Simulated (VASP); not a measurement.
# Si (Fd-3m) in VASP: notebook

The runs below take Si through single point, relaxation of cell and atoms, with r2SCAN, HSE06, PBE0.

All numbers are computed with VASP 6.6.1; they aren't measurements. Logs are shortened: lines on timing, memory, paths and dates and some standing lists are left out, and cuts for length are marked.

## 1. The cell of the first run

The structure is cubic, space group Fd-3m (No. 227). Conventional cell: a = 5.444 Å, b = 5.444 Å, c = 5.444 Å, α = 90.00°, β = 90.00°, γ = 90.00°. Within 3.1 Å of Si (site symmetry -43m) lie 4 Si at 2.36 Å.

## 2. Single point, r2SCAN

File POSCAR:

```
Si
1.0
    0.0000000000      2.7221188733      2.7221188733
    2.7221188733      0.0000000000      2.7221188733
    2.7221188733      2.7221188733      0.0000000000
Si
2
Direct
    0.0000000000      0.0000000000      0.0000000000
    0.2500000000      0.2500000000      0.2500000000
```

File INCAR.step1:

```
SYSTEM = Si
PREC     = Accurate       ! precision mode
ENCUT    = 520            ! plane-wave cutoff, eV
ISMEAR   = 0              ! smearing method
SIGMA    = 0.01           ! smearing width, eV
LREAL    = .FALSE.        ! projectors in reciprocal space
LASPH    = .TRUE.         ! aspherical terms in the spheres
NELM     = 100            ! most SCF steps
NBANDS   = 11             ! bands
GGA      = PE             ! functional
ALGO     = Normal         ! electronic algorithm
EDIFF    = 1E-4           ! SCF threshold, eV
LWAVE    = .TRUE.         ! write WAVECAR
LCHARG   = .FALSE.        ! write CHGCAR
```

File INCAR.step2:

```
SYSTEM = Si
PREC     = Accurate       ! precision mode
ENCUT    = 520            ! plane-wave cutoff, eV
EDIFF    = 1E-7           ! SCF threshold, eV
ISMEAR   = 0              ! smearing method
SIGMA    = 0.01           ! smearing width, eV
LREAL    = .FALSE.        ! projectors in reciprocal space
LASPH    = .TRUE.         ! aspherical terms in the spheres
NELM     = 100            ! most SCF steps
ALGO     = Normal         ! electronic algorithm
ISIF     = 2              ! what is computed and relaxed
LWAVE    = .FALSE.        ! write WAVECAR
LCHARG   = .FALSE.        ! write CHGCAR
METAGGA  = R2SCAN         ! meta-GGA
LMIXTAU  = .TRUE.       
NBANDS   = 11             ! bands
ISTART   = 1
```

File KPOINTS:

```
regular mesh
0
G
  8 8 8
  0 0 0
```

Potentials or basis: VASP PAW PBE potentials, release 64 (Si).

On the command line:

```console
$ cat potpaw_PBE.64/Si/POTCAR > POTCAR
$ cp INCAR.step1 INCAR
$ mpirun -np 1 vasp_std > vasp.out
$ cp INCAR.step2 INCAR
$ mpirun -np 1 vasp_std > vasp.out
```

OUTCAR:

```text
SYSTEM = Si
   PREC = Accurate
   ENCUT = 520
   EDIFF = 1E-7
   ISMEAR = 0
   LREAL = .FALSE.
   LASPH = .TRUE.
   NELM = 100
   ISIF = 2
   METAGGA = R2SCAN
   ISTART = 1

 ion  position               nearest neighbor table
   1  0.000  0.000  0.000-   2 2.36   2 2.36   2 2.36   2 2.36
   2  0.250  0.250  0.250-   1 2.36   1 2.36   1 2.36   1 2.36

  LATTYP: Found a face centered cubic cell.
 ALAT       =     5.4442377466

  Lattice vectors:

 A1 = (   0.0000000000,   2.7221188733,   2.7221188733)
 A2 = (   2.7221188733,   0.0000000000,   2.7221188733)
 A3 = (   2.7221188733,   2.7221188733,   0.0000000000)

Analysis of symmetry for initial positions (statically):
=====================================================================
 Subroutine PRICEL returns:
 Original cell was already a primitive cell.

 Routine SETGRP: Setting up the symmetry group for a
 face centered cubic supercell.

 Subroutine GETGRP returns: Found 48 space group operations
 (whereof 24 operations were pure point group operations)
 out of a pool of 48 trial point group operations.

The static configuration has the point symmetry T_d .
 The point group associated with its full space group is O_h .

Analysis of symmetry for dynamics (positions and initial velocities):
=====================================================================
 Subroutine PRICEL returns:
 Original cell was already a primitive cell.

 Routine SETGRP: Setting up the symmetry group for a
 face centered cubic supercell.

 Subroutine GETGRP returns: Found 48 space group operations
 (whereof 24 operations were pure point group operations)
 out of a pool of 48 trial point group operations.

The dynamic configuration has the point symmetry T_d .
 The point group associated with its full space group is O_h .

 Subroutine INISYM returns: Found 48 space group operations
 (whereof 24 operations are pure point group operations),
 and found     1 'primitive' translations

----------------------------------------------------------------------------------------

                                     Primitive cell

  volume of cell :      40.3414

  direct lattice vectors                    reciprocal lattice vectors
     0.000000000  2.722118873  2.722118873    -0.183680443  0.183680443  0.183680443
     2.722118873  0.000000000  2.722118873     0.183680443 -0.183680443  0.183680443
     2.722118873  2.722118873  0.000000000     0.183680443  0.183680443 -0.183680443

  length of vectors
     3.849657429  3.849657429  3.849657429     0.318143859  0.318143859  0.318143859

  position of ions in fractional coordinates (direct lattice)
     0.000000000  0.000000000  0.000000000
     0.250000000  0.250000000  0.250000000

  ion indices of the primitive-cell ions
   primitive index   ion index
                 1           1
                 2           2

----------------------------------------------------------------------------------------

 KPOINTS: regular mesh

Automatic generation of k-mesh.
 Grid dimensions read from file:
 generate k-points for:    8    8    8

 Generating k-lattice:

  Cartesian coordinates                     Fractional coordinates (reciprocal lattice)
    -0.022960055  0.022960055  0.022960055     0.125000000  0.000000000  0.000000000
     0.022960055 -0.022960055  0.022960055     0.000000000  0.125000000  0.000000000
     0.022960055  0.022960055 -0.022960055     0.000000000  0.000000000  0.125000000

  Length of vectors
     0.039767982  0.039767982  0.039767982

  Shift w.r.t. Gamma in fractional coordinates (k-lattice)
     0.000000000  0.000000000  0.000000000

 Subroutine IBZKPT returns following result:
 ===========================================

 Found     29 irreducible k-points:

 Following reciprocal coordinates:
            Coordinates               Weight
  0.000000  0.000000  0.000000      1.000000
  0.125000  0.000000  0.000000      8.000000
  0.250000  0.000000  0.000000      8.000000
  0.375000  0.000000  0.000000      8.000000
  0.500000  0.000000  0.000000      4.000000
  0.125000  0.125000  0.000000      6.000000
[... 16 lines left out ...]
  0.500000  0.250000  0.125000     48.000000
 -0.375000  0.250000  0.125000     24.000000
 [... further k-points ...]
   k-points           NKPTS =     29   k-points in BZ     NKDIM =     29   number of bands    NBANDS=     11
   number of dos      NEDOS =    301   number of ions     NIONS =      2
   total plane-waves  NPLWV =  27000
   dimension x,y,z NGX =    30 NGY =   30 NGZ =   30
   dimension x,y,z NGXF=    60 NGYF=   60 NGZF=   60
   ions per type =               2
   NGX,Y,Z   is equivalent  to a cutoff of  12.96, 12.96, 12.96 a.u.
   NGXF,Y,Z  is equivalent  to a cutoff of  25.91, 25.91, 25.91 a.u.
 SYSTEM =  Si
   PREC   = accura    normal or accurate (medium, high low for compatibility)
   ISTART =      1    job   : 0-new  1-cont  2-samecut
   ICHARG =      0    charge: 1-file 2-atom 10-const
[... 35 lines left out ...]
   LEPSILON=     F    determine dielectric tensor
   LRPA    =     F    only Hartree local field effects (RPA)
 non-spin polarized calculation
 Gauss-broadening in eV      SIGMA  =   0.01
  energy-cutoff  :      520.00
  volume of cell :       40.34
 maximum number of plane-waves:      1106
 NGX is ok and might be reduce to    30
   NGX = 15   NGY = 15   NGZ = 15

 number of electron       8.0000001 magnetization

 Free energy of the ion-electron system (eV)
  ---------------------------------------------------
  ext. energy  EPLUGINS =         0.00000000
  ---------------------------------------------------
  free energy    TOTEN  =       -17.54714042 eV

  energy without entropy =      -17.54714042  energy(sigma->0) =      -17.54714042

 E-fermi :   5.7293     XC(G=0):  -9.8249

 val. band max:        5.6630457532   @ k =   0.0000   0.0000   0.0000
 cond. band min:       6.4886659648   @ k =   0.3750   0.3750   0.0000
 fundamental gap:      0.8256202117
 Fermi energy:         5.7293250760

 k-point     1 :       0.0000    0.0000    0.0000
  band No.  band energies     occupation
      1      -6.8103      2.00000
      2       5.6630      2.00000
      3       5.6630      2.00000
      4       5.6630      2.00000
      5       8.4178      0.00000
      6       8.4178      0.00000
      7       8.4178      0.00000
      8       9.5603      0.00000
      9      13.7857      0.00000
     10      13.7857      0.00000
     11      14.3312      0.00000

 k-point     2 :       0.1250    0.0000    0.0000
  band No.  band energies     occupation
      1      -6.5968      2.00000
      2       4.0299      2.00000
      3       5.3601      2.00000
      4       5.3601      2.00000
      5       8.4452      0.00000
      6       8.8643      0.00000
      7       8.8643      0.00000
      8      10.8736      0.00000
      9      13.3102      0.00000
     10      13.3102      0.00000
     11      15.1190      0.00000

 k-point     3 :       0.2500    0.0000    0.0000
  band No.  band energies     occupation
      1      -5.9740      2.00000
      2       1.6067      2.00000
      3       4.8632      2.00000
      4       4.8632      2.00000
      5       8.0059      0.00000
      6       9.4159      0.00000
      7       9.4159      0.00000
      8      13.1563      0.00000
      9      13.2875      0.00000
     10      13.2875      0.00000
     11      15.3410      0.00000

 k-point     4 :       0.3750    0.0000    0.0000
  band No.  band energies     occupation
      1      -5.0407      2.00000
      2      -0.5028      2.00000
      3       4.5160      2.00000
      4       4.5160      2.00000
      5       7.6474      0.00000
      6       9.3673      0.00000
      7       9.3673      0.00000
      8      14.1452      0.00000
      9      14.7541      0.00000
     10      14.7541      0.00000
     11      16.0687      0.00000
[... 239 lines left out ...]
 k-point    22 :       0.3750    0.2500    0.1250
  band No.  band energies     occupation
      1      -5.4198      2.00000
      2       1.2296      2.00000
      3       2.8523      2.00000
      4       4.1733      2.00000
      5       8.3529      0.00000
      6       9.9254      0.00000
      7      10.1795      0.00000
      8      11.5358      0.00000
      9      13.9619      0.00000
     10      16.5752      0.00000
     11      17.5016      0.00000

 k-point    23 :       0.5000    0.2500    0.1250
  band No.  band energies     occupation
      1      -4.4914      2.00000
      2      -0.3960      2.00000
      3       2.2273      2.00000
      4       3.6503      2.00000
      5       8.8206      0.00000
      6       9.5276      0.00000
      7      11.0708      0.00000
      8      12.0007      0.00000
      9      15.2556      0.00000
     10      16.0295      0.00000
     11      18.3963      0.00000

 k-point    24 :      -0.3750    0.2500    0.1250
  band No.  band energies     occupation
      1      -3.8115      2.00000
      2      -1.3829      2.00000
      3       2.0959      2.00000
      4       3.4098      2.00000
      5       9.0401      0.00000
      6       9.0750      0.00000
      7      11.9810      0.00000
      8      13.2529      0.00000
      9      13.5717      0.00000
     10      16.8929      0.00000
     11      18.0903      0.00000

 [... further k-points ...]
[... 5 lines left out ...]
  --------------------------------------------------------------------------------------
  -------------------------------------------------------------------------------------
  Total       -0.0596960     -0.0596960     -0.0596960      0.0000000      0.0000000     -0.0000000
  in kB       -2.3708528     -2.3708528     -2.3708528      0.0000000      0.0000000     -0.0000000
  external PRESSURE =      -2.3708528 kB  Pullay stress =       0.0000000 kB

 VOLUME and BASIS-vectors are now :
 -----------------------------------------------------------------------------
  energy-cutoff  :      520.00
  volume of cell :       40.34
      direct lattice vectors                 reciprocal lattice vectors
     0.000000000  2.722118873  2.722118873    -0.183680443  0.183680443  0.183680443
     2.722118873  0.000000000  2.722118873     0.183680443 -0.183680443  0.183680443
     2.722118873  2.722118873  0.000000000     0.183680443  0.183680443 -0.183680443

 POSITION                                       TOTAL-FORCE (eV/Angst)
 -----------------------------------------------------------------------------------
      0.00000      0.00000      0.00000        -0.000000     -0.000000     -0.000000
      1.36106      1.36106      1.36106         0.000000      0.000000      0.000000
 -----------------------------------------------------------------------------------
    total drift:                               -0.000000     -0.000000     -0.000000

  FREE ENERGIE OF THE ION-ELECTRON SYSTEM (eV)
  ---------------------------------------------------
  free  energy   TOTEN  =       -17.5471404163 eV

  energy  without entropy=      -17.5471404163  energy(sigma->0) =      -17.54714042
```

Run time: 24 s. Hardware: 1 thread of Intel Xeon 6975P-C (Granite Rapids), shared host; peak memory 0.16 GiB.

Results:

```
Free energy            : -17.5471 eV
Pressure               : -0.2 GPa
Band gap on the k mesh : 0.83 eV, indirect (least direct gap 2.75 eV)
```

Levels at points of the mesh, in eV from the valence-band top:
```csv
k point,band 1,band 2,band 3,band 4,band 5,band 6,band 7,band 8
"(0.00, 0.00, 0.00)",-12.47,0.00,0.00,0.00,2.75,2.75,2.75,3.90
"(0.50, 0.00, 0.00)",-10.04,-7.23,-1.27,-1.27,1.86,3.59,3.59,8.33
"(0.50, 0.50, 0.00)",-8.13,-8.13,-2.99,-2.99,0.93,0.93,10.81,10.81
```

Caveat: the PAW data sets were made with another functional, which shifts forces and pressure a little.

## 3. Relaxation of cell and atoms, r2SCAN

This run uses another cell than the first one, of 20.46 Å³/atom, 1.014 times its volume.

File POSCAR:

```
Si
1.0
    0.0000000000      2.7351466460      2.7351466460
    2.7351466460      0.0000000000      2.7351466460
    2.7351466460      2.7351466460      0.0000000000
Si
2
Direct
    0.0000000000      0.0000000000      0.0000000000
    0.2500000000      0.2500000000      0.2500000000
```

File INCAR.step1:

```
ALGO = Normal
EDIFF = 1E-4
ENCUT = 600
GGA = PE
ISMEAR = -1
LASPH = T
LCHARG = F
LREAL = F
LWAVE = T
NELM = 60
PREC = Accurate
SIGMA = 0.02
```

File INCAR.step2:

```
ALGO = Normal
EDIFF = 1E-7
EDIFFG = -0.005
ENCUT = 600
IBRION = 2
ISIF = 3
ISMEAR = -1
ISTART = 1
LASPH = T
LCHARG = F
LMIXTAU = T
LREAL = F
LWAVE = F
METAGGA = R2SCAN
NELM = 60
NSW = 80
PREC = Accurate
SIGMA = 0.02
```

File KPOINTS:

```
k-points
0
Gamma
  8 8 8
```

Potentials or basis: VASP PAW PBE potentials, release 64 (Si).

On the command line:

```console
$ cat potpaw_PBE.64/Si/POTCAR > POTCAR
$ cp INCAR.step1 INCAR
$ mpirun -np 1 vasp_std > vasp.out
$ cp INCAR.step2 INCAR
$ mpirun -np 1 vasp_std > vasp.out
```

It took 42 s on 1 thread of Intel Xeon 6975P-C (Granite Rapids), shared host; peak memory 0.18 GiB.

Results (log left out):

```
Free energy                            : -17.5469 eV
Relaxed volume                         : 20.12 Å³/atom
Relaxed cell                           : a = 3.847 Å, b = 3.847 Å, c = 3.847 Å, α = 60.00°, β = 60.00°, γ = 60.00°
Space group after relaxing (to 0.05 Å) : Fd-3m (No. 227)
Energy gained by relaxing              : 1.7 meV/atom
Ionic steps                            : 3
Pressure after relaxing                : 0.0 GPa
Band gap on the k mesh                 : 0.82 eV, indirect (least direct gap 2.76 eV)
```

The path:
```tsv
step	energy change (eV)	largest force (eV/Å)	pressure (GPa)	volume (Å³)
1	0.0000	0.0000	-1.57	40.92
2	-0.0015	0.0000	1.25	39.75
3	-0.0034	0.0000	0.00	40.24
```

Final structure:
```yaml
crystal:
  lattice:
    - [0.00000, 2.71994, 2.71994]
    - [2.71994, 0.00000, 2.71994]
    - [2.71994, 2.71994, 0.00000]
  atoms:
    - { symbol: Si, position: [0.00000, 0.00000, 0.00000] }
    - { symbol: Si, position: [0.25000, 0.25000, 0.25000] }
```

Levels at points of the mesh, in eV from the valence-band top:
| k point | band 1 | band 2 | band 3 | band 4 | band 5 | band 6 | band 7 | band 8 |
| --- | --- | --- | --- | --- | --- | --- | --- | --- |
| (0.00, 0.00, 0.00) | -12.49 | 0.00 | 0.00 | 0.00 | 2.76 | 2.76 | 2.76 | 3.93 |
| (0.50, 0.00, 0.00) | -10.05 | -7.24 | -1.27 | -1.27 | 1.87 | 3.59 | 3.59 | 8.33 |
| (0.50, 0.50, 0.00) | -8.14 | -8.14 | -3.00 | -3.00 | 0.93 | 0.93 | 10.84 | 10.84 |

Caveat: the PAW data sets were made with another functional, which shifts forces and pressure a little. r2SCAN opens gaps a little over a GGA but as a rule still falls short of measured ones.

## 4. Single point, HSE06

File POSCAR:

```
Si
1.0
    0.0000000000      2.7221188733      2.7221188733
    2.7221188733      0.0000000000      2.7221188733
    2.7221188733      2.7221188733      0.0000000000
Si
2
Direct
    0.0000000000      0.0000000000      0.0000000000
    0.2500000000      0.2500000000      0.2500000000
```

File INCAR.step1:

```
SYSTEM = Si
PREC = Accurate
ENCUT = 520
EDIFF = 1E-5
ISMEAR = 0
SIGMA = 0.01
LREAL = .False.
LASPH = .True.
NELM = 100
ALGO = Normal
ISIF = 2
LWAVE = .True.
LCHARG = .False.
GGA = PE
NBANDS = 11
```

File INCAR.step2:

```
SYSTEM = Si
PREC = Accurate
ENCUT = 520
EDIFF = 1E-6
ISMEAR = 0
SIGMA = 0.01
LREAL = .False.
LASPH = .True.
NELM = 100
ALGO = Normal
ISIF = 2
LWAVE = .False.
LCHARG = .False.
GGA = PE
LHFCALC = .True.
HFSCREEN = 0.2079
PRECFOCK = Normal
ISTART = 1
NBANDS = 11
```

File KPOINTS:

```
regular mesh
0
Gamma
  6 6 6
  0 0 0
```

On the command line:

```console
$ cat potpaw_PBE.64/Si/POTCAR > POTCAR
$ cp INCAR.step1 INCAR
$ mpirun -np 1 vasp_std > vasp.out
$ cp INCAR.step2 INCAR
$ mpirun -np 1 vasp_std > vasp.out
```

It took 3.9 min on 1 thread of Intel Xeon 6975P-C (Granite Rapids), shared host; peak memory 0.27 GiB.

The run converged. Its results:

```
Free energy            : -12.5327 eV
Pressure               : -0.5 GPa
Band gap on the k mesh : 1.31 eV, indirect (least direct gap 3.32 eV)
```

Levels at points of the mesh, in eV from the valence-band top:
```
           k point  band 2  band 3  band 4  band 5  band 6  band 7
(0.00, 0.00, 0.00)    0.00    0.00    0.00    3.32    3.32    3.32
(0.50, 0.00, 0.00)   -7.67   -1.30   -1.30    2.22    4.14    4.14
(0.50, 0.50, 0.00)   -8.64   -3.11   -3.11    1.31    1.31   11.42
```

Caveat: the PAW data sets were made with another functional, which shifts forces and pressure a little. A k mesh can miss the band edges.

## 5. Single point, PBE0

POSCAR is that of step 4.

File INCAR.step1:

```
SYSTEM = Si
ALGO = Normal
EDIFF = 1E-5
ENCUT = 520
GGA = PE
ISIF = 2
ISMEAR = 0
LASPH = .TRUE.
LCHARG = .FALSE.
LREAL = .FALSE.
LWAVE = .TRUE.
NBANDS = 11
NELM = 80
PREC = Accurate
SIGMA = 0.01
```

File INCAR.step2:

```
SYSTEM = Si
AEXX = 0.25
ALGO = Normal
EDIFF = 1E-6
ENCUT = 520
GGA = PE
ISIF = 2
ISMEAR = 0
ISTART = 1
LASPH = .TRUE.
LCHARG = .FALSE.
LHFCALC = .TRUE.
LREAL = .FALSE.
LWAVE = .FALSE.
NBANDS = 11
NELM = 80
PREC = Accurate
PRECFOCK = Normal
SIGMA = 0.01
```

File KPOINTS:

```
k-points
0
G
  6 6 6
  0 0 0
```

On the command line:

```console
$ cat potpaw_PBE.64/Si/POTCAR > POTCAR
$ cp INCAR.step1 INCAR
$ mpirun -np 1 vasp_std > vasp.out
$ cp INCAR.step2 INCAR
$ mpirun -np 1 vasp_std > vasp.out
```

It took 3.6 min on 1 thread of Intel Xeon 6975P-C (Granite Rapids), shared host; peak memory 0.18 GiB.

The run converged. Its results:

```yaml
Free_energy: -13.5641 eV
Pressure: -0.7 GPa
Band_gap_on_the_k_mesh: 1.99 eV, indirect (least direct gap 4.01 eV)
```

Levels at points of the mesh, in eV from the valence-band top:
```csv
k point,band 1,band 2,band 3,band 4,band 5,band 6,band 7,band 8,band 9
"(0.00, 0.00, 0.00)",-13.33,0.00,0.00,0.00,4.01,4.01,4.01,4.92,9.47
"(0.50, 0.00, 0.00)",-10.75,-7.77,-1.32,-1.32,2.89,4.85,4.85,9.32,12.53
"(0.50, 0.50, 0.00)",-8.73,-8.73,-3.15,-3.15,1.99,1.99,12.17,12.17,12.96
```

Caveat: the PAW data sets were made with another functional, which shifts forces and pressure a little. A k mesh can miss the band edges.

## 6. Summary

```csv
task,level,cell,k mesh,cutoff (eV),smearing,grid for exact exchange (PRECFOCK),screening parameter,gap on the mesh (eV),pressure (GPa)
single point,r2SCAN,"a = 3.850 Å, angles 60.0°, 2 atoms",8 × 8 × 8,520,gaussian 0.01 eV,-,-,0.83,-0.2
relaxation of cell and atoms,r2SCAN,"relaxed from a = 3.868 Å, angles 60.0°, 2 atoms",8 × 8 × 8,600,fermi-dirac 0.02 eV,-,-,0.82,0.0
single point,HSE06,"a = 3.850 Å, angles 60.0°, 2 atoms",6 × 6 × 6,520,gaussian 0.01 eV,Normal,0.2079 1/Å,1.31,-0.5
single point,PBE0,"a = 3.850 Å, angles 60.0°, 2 atoms",6 × 6 × 6,520,gaussian 0.01 eV,Normal,-,1.99,-0.7
```

Alike in all rows: potentials or basis VASP PAW PBE potentials, release 64 (Si); no spin polarisation.

On the cell as given the gap runs from 0.83 eV (r2SCAN) to 1.99 eV (PBE0); the meshes differ, which moves gaps too. The pressure there spans -0.7 GPa (PBE0) to -0.2 GPa (r2SCAN); a positive pressure means that this level wants a larger cell, a negative one a smaller.

Caveats: the PAW data sets were made with another functional, which shifts forces and pressure a little.

Total energies depend on the potentials used, so only differences within one code and one set of settings carry meaning.
